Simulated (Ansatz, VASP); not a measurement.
## ScBiTe3S in VASP and in Ansatz

```
Sc Bi Te S
1.0
     5.27838    0.00000    0.00000
     0.00000    5.27838    0.00000
     0.00000    0.00000   10.20953
Sc Bi Te S
1 1 3 1
Direct
  0.00000 0.00000 0.35339
  0.50000 0.50000 0.24937
  0.50000 0.00000 0.47364
  0.00000 0.50000 0.47364
  0.50000 0.50000 0.98273
  0.50000 0.50000 0.55424
```

Alike in both runs: functional PBE; k mesh 4 × 4 × 2; occupations gaussian, width 0.1 eV; no spin polarisation.

Ansatz relaxed the structure, and its values are those at the end. VASP's run is a single point on that final structure, the one shown.

|  | VASP | Ansatz |
| --- | --- | --- |
| version | VASP 6.6.1 | Ansatz 0.2.0 |
| potentials or method | VASP PAW PBE potentials, release 64 (Sc_sv, Bi_d, Te, S), cutoff 520 eV | scalar-relativistic, plane waves, PAW |
| valence electrons in the cell | 50 | 80 |

|  | VASP | Ansatz | Ansatz less VASP |
| --- | --- | --- | --- |
| gap on the k mesh at the Fermi level (eV) | none | none | - |
| pressure (GPa) | 0.0 | 0.0 | +0.02 |
| rms of the force components (eV/Å) | 0.017 | 0.013 | -0.0047 |

A gap of «none» marks a metal or a gap that the smearing closes. VASP's potentials hold 50 valence electrons a cell and Ansatz's 80, so a difference there can come from the potentials and not from the codes.

Neither program's run includes spin-orbit coupling.
